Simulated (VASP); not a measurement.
Set up this calculation in VASP 6.6.1, as the native input.

```yaml
Task: single point
Functional: PBE
Potentials_or_basis: VASP PAW PBE potentials, release 64 (W_sv, Se)
Cutoff: 520 eV
k_mesh: 12 × 12 × 2
Occupations: gaussian, width 0.05 eV
Spin: no spin polarisation
Dipole_correction: no
Further_INCAR_settings: ALGO = Normal; EDIFF = 1e-06; NBANDS = 35
```

The structure of WSe2 lies in POSCAR:

```
WSe2
1.0
    3.3206937274      0.0000000000      0.0000000000
   -1.6603468637      2.8758051261      0.0000000000
    0.0000000000      0.0000000000     15.2573262715
W Se
2 4
Direct
    0.2661581504      0.6174910198      0.2500000000
    0.7338418496      0.3825089802      0.7500000000
    0.4005093612      0.7158429321      0.6400199235
    0.5994906388      0.2841570679      0.1400199235
    0.4005093612      0.7158429321      0.8599800765
    0.5994906388      0.2841570679      0.3599800765
```

This cell differs from its parent crystal: atoms displaced along a vibrational mode.

One way to write it, as run:

INCAR

```
PREC     = Accurate       # precision mode
ENCUT    = 520            # plane-wave cutoff, eV
EDIFF    = 1E-6           # SCF threshold, eV
ISMEAR   = 0              # smearing method
SIGMA    = 0.05           # smearing width, eV
LREAL    = False          # projectors in reciprocal space
LASPH    = True           # aspherical terms in the spheres
NELM     = 100            # most SCF steps
ALGO     = Normal         # electronic algorithm
ISIF     = 2              # what is computed and relaxed
LWAVE    = False          # write WAVECAR
LCHARG   = True           # write CHGCAR
GGA      = PE             # functional
LELF     = True           # ELF
LVHAR    = True         
NBANDS   = 35             # bands
```

KPOINTS

```
Automatic mesh
0
Gamma
  12 12 2
```

Potentials or basis: VASP PAW PBE potentials, release 64 (W_sv, Se).

Run with:

```bash
$ cat potpaw_PBE.64/W_sv/POTCAR potpaw_PBE.64/Se/POTCAR > POTCAR
$ mpirun -np 1 vasp_std > vasp.out
```

Results of the run:

```json
{
 "Pressure": "0.3 GPa",
 "Largest force": "0.047 eV/Å",
 "Band gap on the k mesh": "1.48 eV (least direct gap 1.53 eV)"
}
```

Caveat: the cell differs from its parent crystal (atoms displaced along a vibrational mode); spin-orbit coupling is left out, which moves the levels of the heavy elements; this functional lacks dispersion, which binds layers or chains, so the pressure and a relaxed spacing across them are unreliable.

Run time: 29 min on 1 thread of Intel Xeon 8259CL (shared host), peak memory 0.73 GiB.
